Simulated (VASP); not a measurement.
# Ge (Im-3m) in VASP: a series of runs, part 2 of 2

VASP 6.6.1. The steps go on from the part before.

## 5. Single point, BLYP (volume scaled by 1.12)

The input, INCAR:

```
  AGGAC = 1.0
  AGGAX = 1.0
  ALDAC = 0.0
  ALDAX = 1.0
  ALGO = Normal
  EDIFF = 1E-7
  ENCUT = 520
  GGA = B5
  ISIF = 2
  ISMEAR = -1
  LASPH = T
  LCHARG = T
  LELF = T
  LREAL = F
  LVHAR = T
  LWAVE = F
  NBANDS = 13
  NELM = 60
  PREC = Accurate
  SIGMA = 0.1
```

The input, KPOINTS:

```
k-points
0
Gamma
  14 14 14
```

The input, POSCAR:

```
Ge
1.0
   -1.8204191150      1.8204191150      1.8204191150
    1.8204191150     -1.8204191150      1.8204191150
    1.8204191150      1.8204191150     -1.8204191150
Ge
1
Direct
    0.0000000000      0.0000000000      0.0000000000
```

Command:

```
> cat potpaw_PBE.64/Ge_d/POTCAR > POTCAR
> mpirun -np 1 vasp_std > vasp.out
```

Wall time 51 s (1 thread of AMD EPYC 7R43 (Zen 3), shared host); peak memory 0.12 GiB.

Results (log left out):

- Free energy: -3.2906 eV
- Pressure: -4.3 GPa
- Band gap on the k mesh: zero (band 7 reaches 11.46 eV, above the bottom of band 8 at 2.81 eV)

Levels at points of the mesh, in eV from the Fermi level:
| k point | band 3 | band 4 | band 5 | band 6 | band 7 | band 8 | band 9 | band 10 | band 11 | band 12 |
| --- | --- | --- | --- | --- | --- | --- | --- | --- | --- | --- |
| (0.00, 0.00, 0.00) | -24.70 | -24.66 | -24.66 | -11.35 | 6.63 | 6.63 | 6.63 | 13.32 | 13.32 | 13.32 |
| (0.50, 0.00, 0.00) | -24.67 | -24.67 | -24.64 | -7.37 | -3.91 | 3.26 | 5.32 | 8.34 | 9.19 | 17.08 |
| (0.50, 0.50, 0.50) | -24.64 | -24.64 | -24.64 | -4.37 | -0.28 | -0.28 | -0.28 | 4.97 | 4.97 | 23.08 |

Caveat: the cell differs from its parent crystal (volume scaled by 1.12); the PAW data sets were made with another functional, which shifts forces and pressure a little.

## 6. Relaxation of cell and atoms, BLYP

This run uses another cell than the first one, of 19.24 Å³/atom, 0.893 times its volume.

The input, INCAR:

```
SYSTEM = Ge
AGGAC    = 1.0          
AGGAX    = 1.0          
ALDAC    = 0.0          
ALDAX    = 1.0          
ALGO     = Normal         ! electronic algorithm
EDIFF    = 1E-6           ! SCF threshold, eV
EDIFFG   = -0.01          ! ionic threshold
ENCUT    = 600            ! plane-wave cutoff, eV
GGA      = B5             ! functional
IBRION   = 2              ! ionic algorithm
ISIF     = 3              ! what is computed and relaxed
ISMEAR   = -1             ! smearing method
LASPH    = .TRUE.         ! aspherical terms in the spheres
LCHARG   = .FALSE.        ! write CHGCAR
LREAL    = .FALSE.        ! projectors in reciprocal space
LWAVE    = .FALSE.        ! write WAVECAR
NELM     = 100            ! most SCF steps
NSW      = 80             ! ionic steps
PREC     = Accurate       ! precision mode
SIGMA    = 0.1            ! smearing width, eV
```

The input, KPOINTS:

```
k-points
0
G
  13 13 13
  0 0 0
```

The input, POSCAR:

```
Ge
1.0
   -1.6879910177      1.6879910177      1.6879910177
    1.6879910177     -1.6879910177      1.6879910177
    1.6879910177      1.6879910177     -1.6879910177
Ge
1
Direct
    0.0000000000      0.0000000000      0.0000000000
```

Potentials or basis: VASP PAW PBE potentials, release 64 (Ge_d).

Command:

```
> cat potpaw_PBE.64/Ge_d/POTCAR > POTCAR
> mpirun -np 1 vasp_std > vasp.out
```

OUTCAR:

```text
SYSTEM = Ge
   EDIFF = 1E-6
   EDIFFG = -0.01
   ENCUT = 600
   GGA = B5
   IBRION = 2
   ISIF = 3
   ISMEAR = -1
   LASPH = .TRUE.
   LREAL = .FALSE.
   NELM = 100
   NSW = 80
   PREC = Accurate

 ion  position               nearest neighbor table
   1  0.000  0.000  0.000-

  LATTYP: Found a body centered cubic cell.
 ALAT       =     3.3759820354

  Lattice vectors:

 A1 = (  -1.6879910177,   1.6879910177,   1.6879910177)
 A2 = (   1.6879910177,  -1.6879910177,   1.6879910177)
[... 562 lines left out ...]
 [... further k-points ...]

------------------------ aborting loop because EDIFF is reached ----------------------------------------

  FORCE on cell =-STRESS in cart. coord.  units (eV):
  Direction    XX          YY          ZZ          XY          YZ          ZX
  --------------------------------------------------------------------------------------
  -------------------------------------------------------------------------------------
  Total       -0.0057799     -0.0057799     -0.0057799      0.0000000     -0.0000000      0.0000000
  in kB       -0.4289812     -0.4289812     -0.4289812      0.0000000     -0.0000000      0.0000000
  external PRESSURE =      -0.4289812 kB  Pullay stress =       0.0000000 kB

 VOLUME and BASIS-vectors are now :
 -----------------------------------------------------------------------------
  energy-cutoff  :      600.00
  volume of cell :       21.59
      direct lattice vectors                 reciprocal lattice vectors
    -1.754056842  1.754056842  1.754056842     0.000000000  0.285053476  0.285053476
     1.754056842 -1.754056842  1.754056842     0.285053476  0.000000000  0.285053476
     1.754056842  1.754056842 -1.754056842     0.285053476  0.285053476  0.000000000

 POSITION                                       TOTAL-FORCE (eV/Angst)
 -----------------------------------------------------------------------------------
      0.00000      0.00000      3.50811         0.000000      0.000000     -0.000000
 -----------------------------------------------------------------------------------
    total drift:                               -0.000000      0.000000      0.000000

  FREE ENERGIE OF THE ION-ELECTRON SYSTEM (eV)
  ---------------------------------------------------
  free  energy   TOTEN  =        -3.3298109688 eV

  energy  without entropy=       -3.3114033266  energy(sigma->0) =       -3.32060715

 reached required accuracy - stopping structural energy minimisation
```

OSZICAR:

```text
N       E                     dE             d eps       ncg     rms          rms(c)
DAV:   1     0.598096090798E+02    0.59810E+02   -0.81902E+03  1894   0.379E+03
[... 12 lines left out ...]
DAV:   2    -0.383732347692E+01    0.15135E+01   -0.17376E+00  2112   0.297E+01    0.410E+00
DAV:   3    -0.336064268131E+01    0.47668E+00   -0.82484E-01  2070   0.181E+01    0.604E-01
DAV:   4    -0.333199295243E+01    0.28650E-01   -0.43487E-02  2103   0.508E+00    0.255E-01
DAV:   5    -0.332974755391E+01    0.22454E-02   -0.25382E-03  2133   0.107E+00    0.876E-02
DAV:   6    -0.332981337294E+01   -0.65819E-04   -0.47437E-05  1893   0.722E-02    0.969E-03
DAV:   7    -0.332981088831E+01    0.24846E-05   -0.13087E-06  2031   0.119E-02    0.176E-03
DAV:   8    -0.332981096882E+01   -0.80507E-07   -0.18626E-07   951   0.937E-03
   2 F= -.33298110E+01 E0= -.33206071E+01  d E =-.466109E-01
```

Wall time 52 s (1 thread of AMD EPYC 7R43 (Zen 3), shared host); peak memory 0.12 GiB.

Results:

```yaml
Free_energy: -3.3298 eV
Relaxed_volume: 21.59 Å³/atom
Relaxed_cell: a = 3.038 Å, b = 3.038 Å, c = 3.038 Å, α = 109.47°, β = 109.47°, γ = 109.47°
Space_group_after_relaxing_to_0.05_Å: Im-3m (No. 229)
Energy_gained_by_relaxing: 46.6 meV/atom
Ionic_steps: 2
Pressure_after_relaxing: 0.0 GPa
Band_gap_on_the_k_mesh: zero (band 7 reaches 13.43 eV, above the bottom of band 8 at 3.56 eV)
```

The path:
```csv
step,energy change (eV),largest force (eV/Å),pressure (GPa),volume (Å³)
1,0.0000,0.0000,6.76,19.24
2,-0.0466,0.0000,-0.04,21.59
```

Final structure:
```xyz
1
Lattice="-1.7541 1.7541 1.7541 1.7541 -1.7541 1.7541 1.7541 1.7541 -1.7541" Properties=species:S:1:pos:R:3 pbc="T T T"
Ge    0.0000    0.0000    3.5081
```

Caveat: the PAW data sets were made with another functional, which shifts forces and pressure a little.

## 7. Single point, BLYP

The input, INCAR:

```
SYSTEM = Ge
PREC = Accurate ; ENCUT = 520
EDIFF = 1E-7 ; ISMEAR = -1
SIGMA = 0.1 ; LREAL = .FALSE.
LASPH = .TRUE. ; NELM = 80
ALGO = Normal ; ISIF = 2
LWAVE = .FALSE. ; LCHARG = .FALSE.
GGA = B5 ; ALDAX = 1.0
AGGAX = 1.0 ; AGGAC = 1.0
ALDAC = 0.0 ; NBANDS = 13
```

The input, KPOINTS:

```
regular mesh
0
G
  21 21 21
  0 0 0
```

The input, POSCAR:

```
Ge
1.0
   -1.7529332526      1.7529332526      1.7529332526
    1.7529332526     -1.7529332526      1.7529332526
    1.7529332526      1.7529332526     -1.7529332526
Ge
1
Direct
    0.0000000000      0.0000000000      0.0000000000
```

Command:

```
> cat potpaw_PBE.64/Ge_d/POTCAR > POTCAR
> mpirun -np 1 vasp_std > vasp.out
```

Wall time 95 s (1 thread of AMD EPYC 7R43 (Zen 3), shared host); peak memory 0.16 GiB.

The run converged. Its results:

- Free energy: -3.3275 eV
- Pressure: -0.1 GPa
- Band gap on the k mesh: zero (band 7 reaches 13.46 eV, above the bottom of band 8 at 3.45 eV)

Levels at points of the mesh, in eV from the Fermi level:
| k point | band 3 | band 4 | band 5 | band 6 | band 7 | band 8 | band 9 | band 10 | band 11 | band 12 |
| --- | --- | --- | --- | --- | --- | --- | --- | --- | --- | --- |
| (0.00, 0.00, 0.00) | -24.72 | -24.66 | -24.66 | -12.13 | 7.58 | 7.58 | 7.58 | 14.06 | 14.06 | 14.06 |

Caveat: the PAW data sets were made with another functional, which shifts forces and pressure a little.

## 8. Overview

```csv
task,cell,k mesh,cutoff (eV),gap on the mesh (eV),pressure (GPa)
single point,"a = 3.036 Å, angles 109.5°, 1 atom",14 × 14 × 14,520,none,-0.3
single point,"a = 3.076 Å, angles 109.5°, 1 atom",14 × 14 × 14,520,none,-2.0
single point,"a = 3.115 Å, angles 109.5°, 1 atom",14 × 14 × 14,520,none,-3.3
single point,"a = 3.153 Å, angles 109.5°, 1 atom",14 × 14 × 14,520,none,-4.3
relaxation of cell and atoms,"relaxed from a = 2.924 Å, angles 109.5°, 1 atom",13 × 13 × 13,600,none,0.0
single point,"a = 3.036 Å, angles 109.5°, 1 atom",21 × 21 × 21,520,none,-0.1
```

Alike in all rows: level BLYP; potentials or basis VASP PAW PBE potentials, release 64 (Ge_d); no spin polarisation; smearing fermi-dirac 0.1 eV.

Caveats: the PAW data sets were made with another functional, which shifts forces and pressure a little.

Total energies depend on the potentials used, so only differences within one code and one set of settings carry meaning.
